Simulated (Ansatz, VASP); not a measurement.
Two plane-wave programs on BeS

Contents of POSCAR:

```
BeS
1.0
    0.0000000000      2.4343066366      2.4343066366
    2.4343066366      0.0000000000      2.4343066366
    2.4343066366      2.4343066366      0.0000000000
Be S
1 1
Direct
    0.0000000000      0.0000000000      0.0000000000
    0.2500000000      0.2500000000      0.2500000000
```

INCAR.step1

```
  PREC = Accurate
  ENCUT = 520
  EDIFF = 1E-5
  ISMEAR = 0
  SIGMA = 0.01
  LREAL = False
  LASPH = True
  NELM = 120
  ALGO = Normal
  ISIF = 2
  LWAVE = True
  LCHARG = False
  NBANDS = 11
  GGA = PE
  GGA_COMPAT = False
```

Contents of INCAR.step2:

```
  PREC = Accurate
  ENCUT = 520
  EDIFF = 1E-6
  ISMEAR = 0
  SIGMA = 0.01
  LREAL = False
  LASPH = True
  NELM = 120
  ALGO = Normal
  ISIF = 2
  LWAVE = False
  LCHARG = False
  GGA = PE
  LHFCALC = True
  AEXX = 0.2
  PRECFOCK = Normal
  NBANDS = 11
  ISTART = 1
  GGA_COMPAT = False
```

Contents of KPOINTS:

```
Automatic mesh
0
Gamma
  4 4 4
```

Input for Ansatz:

```yaml
crystal:
  lattice:
    - [0.0, 2.4343066366, 2.4343066366]
    - [2.4343066366, 0.0, 2.4343066366]
    - [2.4343066366, 2.4343066366, 0.0]
  atoms:
    - { symbol: Be, position: [0.0, 0.0, 0.0] }
    - { symbol: S, position: [0.25, 0.25, 0.25] }
kpoints:
  mp_grid: { grid: [4, 4, 4] }
hamiltonian:
  xc: { exchange: pbe, correlation: pbe, exx: { coeff: 0.2 } }
scf:
  occupations: { method: fixed }
  n_extra_bands: 4
output:
  forces: true
  stress: true
  eigenvalues: true
```

Alike in both runs: task single point; functional PBE-based global hybrid; k mesh 4 × 4 × 4; no spin polarisation.

|  | VASP | Ansatz |
| --- | --- | --- |
| version | VASP 6.6.1 | Ansatz 0.2.0 |
| potentials or method | VASP PAW PBE potentials, release 64 (Be, S) | plane waves |
| plane-wave cutoff (eV) | 520 | 420 |
| occupations | gaussian, width 0.01 eV | fixed |
| valence electrons in the cell | 8 | 8 |

VASP gave:

- gap on the k mesh at the Fermi level (eV): 4.50
- pressure (GPa): -0.4

Task: What did Ansatz give for the same quantities?

Result: gap on the k mesh at the Fermi level (eV): 4.47; pressure (GPa): -0.2.

VASP's potentials were made for PBE, not for PBE-based global hybrid. Ansatz's warnings: stress exchange threshold loose, stress scf threshold loose.

The k mesh is coarse, so the values compare programs but aren't converged.
